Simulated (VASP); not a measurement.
The system is FeO.

```xyz
2
Lattice="1.5188 0.8769 2.5196 -1.5188 0.8769 2.5196 0.0000 -1.7538 2.5196" Properties=species:S:1:pos:R:3 pbc="T T T"
Fe    0.0000    0.0000    0.0000
O     0.0000    0.0000    3.7794
```

Base run:

| Quantity | Value |
| --- | --- |
| Program | VASP 6.6.1 |
| Functional | r2SCAN |
| Potentials or basis | VASP PAW PBE potentials, release 64 (Fe_sv, O) |
| Cutoff | 660 eV |
| k mesh | 9 × 9 × 9 |
| Occupations | fermi-dirac, width 0.05 eV |
| Spin | collinear spin, ferromagnetic start |
| Starting moments | [3.0, 0.0] μB |

Its results: band gap on the k mesh zero (filled and empty bands overlap); pressure -9.2 GPa; net moment 4.00 μB per cell; site moments Fe +3.56; O +0.27 μB.

**Question.** The run is repeated on the same cell with these changes: functional from r2SCAN to LDA; potentials or basis from VASP PAW PBE potentials, release 64 (Fe_sv, O) to VASP PAW LDA potentials, release 64 (Fe_sv, O); cutoff from 660 eV to 600 eV. What comes out?

**Answer.** Band gap on the k mesh zero (filled and empty bands overlap); pressure -18.6 GPa; net moment 3.99 μB per cell; site moments Fe +3.43; O +0.31 μB.

Caveats: the cell stands under tension; a cell with one magnetic atom can't hold antiferromagnetic order, which such compounds often take; semilocal functionals often make such compounds metallic where correlation or magnetic order opens a gap, which also shifts bond lengths; the PAW data sets were made with another functional, which shifts forces and pressure a little (at least some runs).
